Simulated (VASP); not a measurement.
# Sr2SeS (R-3m) in VASP: further runs

Sr2SeS is run at these levels: LDA; tasks: relaxation of cell and atoms.

Program: VASP 6.6.1. These are calculated values, not measurements. Logs are shortened: lines on timing, memory, paths and dates and some standing lists are left out, and cuts for length are marked.

## Step 1: The cell of the first run

Symmetry: R-3m, No. 166, trigonal system. The conventional cell has a = 4.356 Å, b = 4.356 Å, c = 21.367 Å, α = 90.00°, β = 90.00°, γ = 120.00°. Sr (site symmetry 3m) has 3 S at 3.05 Å and 3 Se at 3.12 Å within 4.0 Å. Within 4.1 Å of Se (site symmetry -3m) lie 6 Sr at 3.12 Å. S (site symmetry -3m) has 6 Sr at 3.05 Å within 4.0 Å.

## Step 2: Relaxation of cell and atoms, LDA, target pressure 30 GPa, at which the enthalpy is minimised

The input, INCAR:

```
SYSTEM = Sr2SeS
PREC = Accurate ; ENCUT = 600
EDIFF = 1E-6 ; ISMEAR = 0
SIGMA = 0.01 ; LREAL = .FALSE.
LASPH = .TRUE. ; NELM = 100
ALGO = Normal ; ISIF = 3
LWAVE = .FALSE. ; LCHARG = .FALSE.
IBRION = 2 ; NSW = 60
EDIFFG = -0.005 ; PSTRESS = 300.0
```

The input, KPOINTS:

```
Automatic mesh
0
G
  6 6 6
  0 0 0
```

The input, POSCAR:

```
Sr2SeS
1.0
    2.1781500000      1.2575600000      7.1221700000
   -2.1781500000      1.2575600000      7.1221700000
    0.0000000000     -2.5151100000      7.1221700000
Sr Se S
2 1 1
Direct
    0.2471800000      0.2471800000      0.2471800000
    0.7528200000      0.7528200000      0.7528200000
    0.0000000000      0.0000000000      0.0000000000
    0.5000000000      0.5000000000      0.5000000000
```

Potentials or basis: VASP PAW LDA potentials, release 64 (Sr_sv, Se, S).

On the command line:

```
cat potpaw_LDA.64/Sr_sv/POTCAR potpaw_LDA.64/Se/POTCAR potpaw_LDA.64/S/POTCAR > POTCAR
mpirun -np 1 vasp_std > vasp.out
```

OUTCAR:

```text
SYSTEM = Sr2SeS
   PREC = Accurate
   ENCUT = 600
   EDIFF = 1E-6
   ISMEAR = 0
   LREAL = .FALSE.
   LASPH = .TRUE.
   NELM = 100
   ISIF = 3
   IBRION = 2
   NSW = 60
   EDIFFG = -0.005
   PSTRESS = 300.0

 ion  position               nearest neighbor table
   1  0.247  0.247  0.247-   4 3.05   4 3.05   4 3.05   3 3.12   3 3.12   3 3.12   2 4.26   2 4.26
                             2 4.26   2 4.46   2 4.46   2 4.46
   2  0.753  0.753  0.753-   4 3.05   4 3.05   4 3.05   3 3.12   3 3.12   3 3.12   1 4.26   1 4.26
                             1 4.26   1 4.46   1 4.46   1 4.46
   3  0.000  0.000  0.000-   2 3.12   2 3.12   1 3.12   1 3.12   2 3.12   1 3.12
   4  0.500  0.500  0.500-   1 3.05   1 3.05   2 3.05   2 3.05   1 3.05   2 3.05

  LATTYP: Found a trigonal (rhomboedric) cell.
 ALAT       =     7.5532178629
 COS(alpha) =     0.8336808666

  Lattice vectors:

 A1 = (   2.1781500000,   1.2575600000,   7.1221700000)
 A2 = (  -2.1781500000,   1.2575600000,   7.1221700000)
 A3 = (   0.0000000000,  -2.5151100000,   7.1221700000)

Analysis of symmetry for initial positions (statically):
=====================================================================
 Subroutine PRICEL returns:
 Original cell was already a primitive cell.

 Routine SETGRP: Setting up the symmetry group for a
 trigonal (rhombohedral) supercell.

 Subroutine GETGRP returns: Found 12 space group operations
 (whereof 12 operations were pure point group operations)
 out of a pool of 12 trial point group operations.

The static configuration has the point symmetry D_3d.

Analysis of symmetry for dynamics (positions and initial velocities):
=====================================================================
 Subroutine PRICEL returns:
 Original cell was already a primitive cell.

 Routine SETGRP: Setting up the symmetry group for a
 trigonal (rhombohedral) supercell.

 Subroutine GETGRP returns: Found 12 space group operations
 (whereof 12 operations were pure point group operations)
 out of a pool of 12 trial point group operations.

The dynamic configuration has the point symmetry D_3d.

 Subroutine INISYM returns: Found 12 space group operations
 (whereof 12 operations are pure point group operations),
 and found     1 'primitive' translations

----------------------------------------------------------------------------------------

                                     Primitive cell

  volume of cell :     117.0520

  direct lattice vectors                    reciprocal lattice vectors
     2.178150000  1.257560000  7.122170000     0.229552602  0.132532132  0.046802153
    -2.178150000  1.257560000  7.122170000    -0.229552602  0.132532132  0.046802153
     0.000000000 -2.515110000  7.122170000     0.000000000 -0.265064265  0.046802339

  length of vectors
     7.553217863  7.553217863  7.553216786     0.269164642  0.269164642  0.269164491

  position of ions in fractional coordinates (direct lattice)
     0.247180000  0.247180000  0.247180000
     0.752820000  0.752820000  0.752820000
     0.000000000  0.000000000  0.000000000
     0.500000000  0.500000000  0.500000000

  ion indices of the primitive-cell ions
   primitive index   ion index
                 1           1
                 2           2
                 3           3
                 4           4

----------------------------------------------------------------------------------------

 KPOINTS: Automatic mesh

Automatic generation of k-mesh.
 Grid dimensions read from file:
 generate k-points for:    6    6    6

 Generating k-lattice:

  Cartesian coordinates                     Fractional coordinates (reciprocal lattice)
     0.038258767  0.022088689  0.007800359     0.166666667  0.000000000  0.000000000
    -0.038258767  0.022088689  0.007800359     0.000000000  0.166666667  0.000000000
     0.000000000 -0.044177377  0.007800390     0.000000000  0.000000000  0.166666667

  Length of vectors
     0.044860774  0.044860774  0.044860749

  Shift w.r.t. Gamma in fractional coordinates (k-lattice)
     0.000000000  0.000000000  0.000000000

 Subroutine IBZKPT returns following result:
 ===========================================

 Found     32 irreducible k-points:

 Following reciprocal coordinates:
            Coordinates               Weight
  0.000000  0.000000  0.000000      1.000000
  0.166667  0.000000 -0.000000      6.000000
  0.333333  0.000000  0.000000      6.000000
  0.500000  0.000000  0.000000      3.000000
  0.166667  0.166667 -0.000000      6.000000
  0.333333  0.166667  0.000000     12.000000
[... 16 lines left out ...]
  0.500000  0.500000  0.166667      6.000000
 -0.333333  0.500000  0.166667     12.000000
 [... further k-points ...]
   k-points           NKPTS =     32   k-points in BZ     NKDIM =     32   number of bands    NBANDS=     20
   number of dos      NEDOS =    301   number of ions     NIONS =      4
   total plane-waves  NPLWV = 216000
   dimension x,y,z NGX =    60 NGY =   60 NGZ =   60
   dimension x,y,z NGXF=   120 NGYF=  120 NGZF=  120
   ions per type =               2   1   1
   NGX,Y,Z   is equivalent  to a cutoff of  13.21, 13.21, 13.21 a.u.
   NGXF,Y,Z  is equivalent  to a cutoff of  26.41, 26.41, 26.41 a.u.
 SYSTEM =  Sr2SeS
   PREC   = accura    normal or accurate (medium, high low for compatibility)
   ISTART =      0    job   : 0-new  1-cont  2-samecut
   ICHARG =      2    charge: 1-file 2-atom 10-const
   ISPIN  =      1    spin polarized calculation?
   LNONCOLLINEAR =      F non collinear calculations
   LSORBIT =      F    spin-orbit coupling
   LASPH  =      T    aspherical Exc in radial PAW
   ENCUT  =  600.0 eV  44.10 Ry    6.64 a.u.  15.09 15.09 15.09*2*pi/ulx,y,z
   NELM   =    100;   NELMIN=  2; NELMDL= -5     # of ELM steps
   EDIFF  = 0.1E-05   stopping-criterion for ELM
   LREAL  =      F    real-space projection
   EDIFFG = -.5E-02   stopping-criterion for IOM
   NSW    =     60    number of steps for IOM
   IBRION =      2    ionic relax: 0-MD 1-quasi-New 2-CG
   NFREE  =      1    steps in history (QN), initial steepest desc. (CG)
   ISIF   =      3    stress and relaxation
   ISYM   =      2    0-nonsym 1-usesym 2-fastsym
   POTIM  = 0.5000    time-step for ionic-motion
   TEBEG  =    0.0;   TEEND  =   0.0 temperature during run
   PSTRESS=  300.0 pullay stress
   NELECT =      32.0000    total number of electrons
   NUPDOWN=      -1.0000    fix difference up-down
   EMIN   =  10.00;   EMAX   =-10.00  energy-range for DOS
   EFERMI =   0.00;   METHOD = LEGACY
   ISMEAR =     0;   SIGMA  =   0.01  broadening in eV -4-tet -1-fermi 0-gaus
   EFERMI_NEDOS =   21; number of points for ismear=-14 and -15
   IALGO  =     38    algorithm
   IMIX   =      4    mixing-type and parameters
     AMIX     =   0.40;   BMIX     =  1.00
     AMIX_MAG =   1.60;   BMIX_MAG =  1.00
  volume/ion in A,a.u.               =      29.26       197.48
  Fermi-wavevector in a.u.,A,eV,Ry     =   1.062507  2.007847 15.359908  1.128921
  Thomas-Fermi vector in A             =   2.197960
   LORBIT       =      0    0 simple, 1 ext, 2 COOP (PROOUT), +10 PAW based schemes
   GGA     = CA    functional components
   LHFCALC =     F    Hartree Fock is set to
   AEXX    =    0.0000 exact exchange contribution
   IVDW    =     0    specifies the selected vdW correction
   LEPSILON=     F    determine dielectric tensor
   LRPA    =     F    only Hartree local field effects (RPA)
 conjugate gradient relaxation of ions
 non-spin polarized calculation
 Gauss-broadening in eV      SIGMA  =   0.01
  energy-cutoff  :      600.00
  volume of cell :      117.05
 maximum number of plane-waves:      3933
   NGX = 31   NGY = 31   NGZ = 31

--------------------------------------- Ionic step        1  -------------------------------------------

 number of electron      31.9999999 magnetization

 Free energy of the ion-electron system (eV)
  ---------------------------------------------------
  ext. energy  EPLUGINS =         0.00000000
  ---------------------------------------------------
  free energy    TOTEN  =       -21.25600769 eV

  energy without entropy =      -21.25600769  energy(sigma->0) =      -21.25600769

 E-fermi :   1.6425     XC(G=0):  -9.1611

 val. band max:        1.5952467191   @ k =   0.0000   0.0000   0.0000
 cond. band min:       3.6820083358   @ k =   0.5000   0.5000   0.0000
 fundamental gap:      2.0867616167
 Fermi energy:         1.6424792280

 k-point     1 :       0.0000    0.0000    0.0000
  band No.  band energies     occupation
      1     -32.0650      2.00000
      2     -32.0506      2.00000
      3     -14.4557      2.00000
      4     -14.1486      2.00000
      5     -14.1486      2.00000
      6     -14.1297      2.00000
[... 1215 lines left out ...]
  FREE ENERGIE OF THE ION-ELECTRON SYSTEM (eV)
  ---------------------------------------------------
  free  energy   TOTEN  =       -20.4780216623 eV

  energy  without entropy=      -20.4780216623  energy(sigma->0) =      -20.47802166

  enthalpy is  TOTEN    =        -3.7389904627 eV   P V=       16.7390311996

[... ionic steps 4 to 17 ...]

--------------------------------------- Ionic step       18  -------------------------------------------

 number of electron      32.0000000 magnetization

------------------------ aborting loop because EDIFF is reached ----------------------------------------

  FORCE on cell =-STRESS in cart. coord.  units (eV):
  Direction    XX          YY          ZZ          XY          YZ          ZX
  --------------------------------------------------------------------------------------
  -------------------------------------------------------------------------------------
  Total       15.2224969     15.2227558     15.2172869      0.0000000      0.0000646      0.0000000
  in kB      300.0064079    300.0115094    299.9037286      0.0000000      0.0012730      0.0000000
  external PRESSURE =      -0.0261180 kB  Pullay stress =     300.0000000 kB
[... 65 lines left out ...]
  enthalpy is  TOTEN    =        -4.1013471903 eV   P V=       15.2225811718

--------------------------------------- Ionic step       20  -------------------------------------------

 number of electron      32.0000000 magnetization

 Free energy of the ion-electron system (eV)
  ---------------------------------------------------
  ext. energy  EPLUGINS =         0.00000000
  ---------------------------------------------------
  free energy    TOTEN  =       -19.32617735 eV

  energy without entropy =      -19.32617735  energy(sigma->0) =      -19.32617735

 E-fermi :   4.4225     XC(G=0): -10.7438

 val. band max:        4.2860865951   @ k =   0.0000   0.0000   0.0000
 cond. band min:       5.1764991124   @ k =   0.5000   0.5000   0.0000
 fundamental gap:      0.8904125173
 Fermi energy:         4.4225330878

 k-point     1 :       0.0000    0.0000    0.0000
  band No.  band energies     occupation
      1     -28.5542      2.00000
      2     -28.4603      2.00000
      3     -12.0823      2.00000
      4     -10.6978      2.00000
      5     -10.6977      2.00000
      6     -10.6409      2.00000
[... 574 lines left out ...]
  FREE ENERGIE OF THE ION-ELECTRON SYSTEM (eV)
  ---------------------------------------------------
  free  energy   TOTEN  =       -19.3261773478 eV

  energy  without entropy=      -19.3261773478  energy(sigma->0) =      -19.32617735

  enthalpy is  TOTEN    =        -4.1013482247 eV   P V=       15.2248291231

 reached required accuracy - stopping structural energy minimisation
```

It took 15 min on 1 thread of Intel Xeon 6975P-C (Granite Rapids), shared host; peak memory 0.5 GiB.

Results:

```yaml
Free_energy: -19.3262 eV
Relaxed_volume: 20.33 Å³/atom
Relaxed_cell: a = 6.673 Å, b = 6.673 Å, c = 6.673 Å, α = 33.66°, β = 33.66°, γ = 33.66°
Space_group_after_relaxing_to_0.1_Å: R-3m (No. 166)
Energy_change_on_relaxing_the_run_minimises_the_enthalpy: +482.5 meV/atom
Ionic_steps: 20
Pressure_after_relaxing: 30.0 GPa
Largest_force_after_relaxing: 0.004 eV/Å
Band_gap_on_the_k_mesh: 0.89 eV (least direct gap 1.42 eV)
```

Forces in eV/Å, atoms in the order of the input:
```
Sr   0.000  0.000  0.004
Sr   0.000  0.000 -0.004
Se   0.000  0.000  0.000
S    0.000  0.000  0.000
```

The path:
| step | energy change (eV) | largest force (eV/Å) | pressure (GPa) | volume (Å³) |
| --- | --- | --- | --- | --- |
| 1 | 0.0000 | 0.0102 | -3.21 | 117.05 |
| 2 | 33.7044 | 1.4606 | 332.11 | 41.44 |
| 3 | 0.7780 | 0.0866 | 16.63 | 89.40 |
| 4 | 1.4377 | 0.1203 | 24.53 | 84.22 |
| 5 | 1.9554 | 0.1438 | 30.26 | 81.18 |
| 6 | 1.8383 | 0.1386 | 28.98 | 81.81 |
| 7 | 1.8436 | 0.0251 | 29.05 | 81.78 |
| 8 | 1.8460 | 0.0180 | 29.06 | 81.76 |
| 9 | 1.9010 | 0.0116 | 29.67 | 81.46 |
| 10 | 1.9320 | 0.0081 | 29.99 | 81.30 |
| 11 | 1.9337 | 0.0080 | 30.00 | 81.29 |
| 12 | 1.9337 | 0.0060 | 30.02 | 81.29 |
| 13 | 1.9335 | 0.0001 | 30.02 | 81.29 |
| 14 | 1.9331 | 0.0121 | 30.01 | 81.29 |
| 15 | 1.9313 | 0.0094 | 29.99 | 81.30 |
| 16 | 1.9260 | 0.0005 | 29.93 | 81.33 |
| 17 | 1.9276 | 0.0013 | 29.95 | 81.32 |
| 18 | 1.9325 | 0.0066 | 30.00 | 81.30 |
| 19 | 1.9321 | 0.0060 | 30.00 | 81.30 |
| 20 | 1.9298 | 0.0037 | 29.98 | 81.31 |

Final structure:
```
Sr Se S
1.0
     1.93189    1.11540    6.28904
    -1.93189    1.11540    6.28904
     0.00000   -2.23076    6.28903
Sr Se S
2 1 1
Direct
  0.24677 0.24677 0.24677
  0.75323 0.75323 0.75323
  0.00000 0.00000 0.00000
  0.50000 0.50000 0.50000
```

Caveat: the cell is relaxed towards a set pressure, so the run minimises the enthalpy, not the energy; the volume moved by over 15 % at a fixed basis, so the end points are rough. A k mesh can miss the band edges.

## Step 3: Relaxation of cell and atoms, LDA, target pressure 40 GPa, at which the enthalpy is minimised

The input, INCAR:

```
PREC = Accurate
ENCUT = 600
EDIFF = 1E-6
ISMEAR = 0
SIGMA = 0.01
LREAL = False
LASPH = True
NELM = 100
ALGO = Normal
ISIF = 3
LWAVE = False
LCHARG = False
GGA = CA
IBRION = 2
NSW = 60
EDIFFG = -0.005
PSTRESS = 400.0
```

The input, KPOINTS:

```
regular mesh
0
Gamma
  6 6 6
```

POSCAR is that of step 2.

Potentials or basis: VASP PAW LDA potentials, release 64 (Sr_sv, Se, S).

On the command line:

```
cat potpaw_LDA.64/Sr_sv/POTCAR potpaw_LDA.64/Se/POTCAR potpaw_LDA.64/S/POTCAR > POTCAR
mpirun -np 1 vasp_std > vasp.out
```

It took 19 min on 1 thread of Intel Xeon 6975P-C (Granite Rapids), shared host; peak memory 0.53 GiB.

It converged, with:

| Item | Value |
| --- | --- |
| Free energy | -18.3714 eV |
| Relaxed volume | 19.23 Å³/atom |
| Relaxed cell | a = 6.533 Å, b = 6.533 Å, c = 6.533 Å, α = 33.81°, β = 33.81°, γ = 33.81° |
| Space group after relaxing (to 0.1 Å) | R-3m (No. 166) |
| Energy change on relaxing (the run minimises the enthalpy) | +721.1 meV/atom |
| Ionic steps | 23 |
| Pressure after relaxing | 40.0 GPa |
| Band gap on the k mesh | 0.63 eV (least direct gap 1.13 eV) |

Step by step:
```tsv
step	energy change (eV)	largest force (eV/Å)	pressure (GPa)	volume (Å³)
1	0.0000	0.0102	-3.21	117.05
2	82.4688	7.8792	956.86	27.80
3	0.7885	0.0855	16.76	89.30
4	1.6396	0.1274	26.79	82.95
5	2.9921	0.1842	41.15	76.50
6	2.8159	0.1772	39.32	77.20
7	2.8182	0.0135	39.36	77.18
8	2.8186	0.0053	39.35	77.18
9	2.9839	0.0047	41.06	76.52
10	2.8817	0.0014	40.00	76.93
11	2.8830	0.0013	40.00	76.92
12	2.9332	0.0017	40.53	76.72
13	2.8843	0.0013	40.04	76.92
14	2.8845	0.0010	40.04	76.92
15	2.8851	0.0080	40.04	76.91
16	2.8866	0.0218	40.05	76.91
17	2.8711	0.0029	39.89	76.97
18	2.8750	0.0075	39.92	76.95
19	2.8809	0.0092	39.99	76.93
20	2.8802	0.0072	39.99	76.93
21	2.8799	0.0064	39.99	76.93
22	2.8800	0.0069	39.98	76.93
23	2.8846	0.0019	40.02	76.91
```

Final structure:
```
CELL_PARAMETERS angstrom
1.89955 1.09675 6.15335
-1.89955 1.09675 6.15335
0.00000 -2.19342 6.15334
ATOMIC_POSITIONS crystal
Sr 0.24670 0.24670 0.24670
Sr 0.75330 0.75330 0.75330
Se 0.00000 0.00000 0.00000
S 0.50000 0.50000 0.50000
```

Levels at points of the mesh, in eV from the valence-band top:
| k point | band 14 | band 15 | band 16 | band 17 | band 18 | band 19 |
| --- | --- | --- | --- | --- | --- | --- |
| (0.00, 0.00, 0.00) | -0.05 | 0.00 | 0.00 | 3.33 | 3.33 | 3.48 |
| (0.50, 0.00, 0.00) | -1.79 | -1.70 | -1.27 | 2.79 | 3.19 | 7.22 |
| (0.50, 0.50, 0.00) | -1.61 | -0.51 | -0.50 | 0.63 | 5.57 | 6.54 |
| (0.50, 0.50, 0.50) | -1.87 | -1.12 | -1.12 | 3.82 | 3.92 | 4.50 |

Caveat: the cell is relaxed towards a set pressure, so the run minimises the enthalpy, not the energy; the volume moved by over 15 % at a fixed basis, so the end points are rough. A k mesh can miss the band edges.
